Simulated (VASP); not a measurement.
Wanted: the native input for a VASP 6.6.1 run.

| Item | Value |
| --- | --- |
| Task | single point |
| Functional | PBEsol |
| Potentials or basis | VASP PAW PBE potentials, release 64 (Te, As) |
| Cutoff | 520 eV |
| k mesh | 8 × 8 × 8 |
| Occupations | methfessel-paxton, width 0.1 eV |
| Spin | no spin polarisation |
| Dipole correction | no |
| Further INCAR settings | ALGO = Normal; EDIFF = 1e-06; NBANDS = 12 |

The structure of TeAs lies in POSCAR:

```
TeAs
1.0
    0.0000000000      2.9873209966      2.9873209966
    2.9873209966      0.0000000000      2.9873209966
    2.9873209966      2.9873209966      0.0000000000
Te As
1 1
Direct
    0.5000000000      0.5000000000      0.5000000000
    0.0000000000      0.0000000000      0.0000000000
```

These files were run (other wordings do the same):

INCAR

```
SYSTEM = TeAs
PREC = Accurate ; ENCUT = 520
EDIFF = 1E-6 ; ISMEAR = 1
SIGMA = 0.1 ; LREAL = .False.
LASPH = .True. ; NELM = 80
ALGO = Normal ; ISIF = 2
LWAVE = .False. ; LCHARG = .False.
GGA = PS ; NBANDS = 12
```

KPOINTS

```
regular mesh
0
Gamma
  8 8 8
  0 0 0
```

Potentials or basis: VASP PAW PBE potentials, release 64 (Te, As).

The run is started by

```console
$ cat potpaw_PBE.64/Te/POTCAR potpaw_PBE.64/As/POTCAR > POTCAR
$ mpirun -np 1 vasp_std > vasp.out
```

It gave:

The pressure is -3.8 GPa.

Caveat: the PAW data sets were made with another functional, which shifts forces and pressure a little.

Wall time 15 s on 1 thread of AMD EPYC 9R45 (Zen 5), on a shared host, peak memory 0.15 GiB.
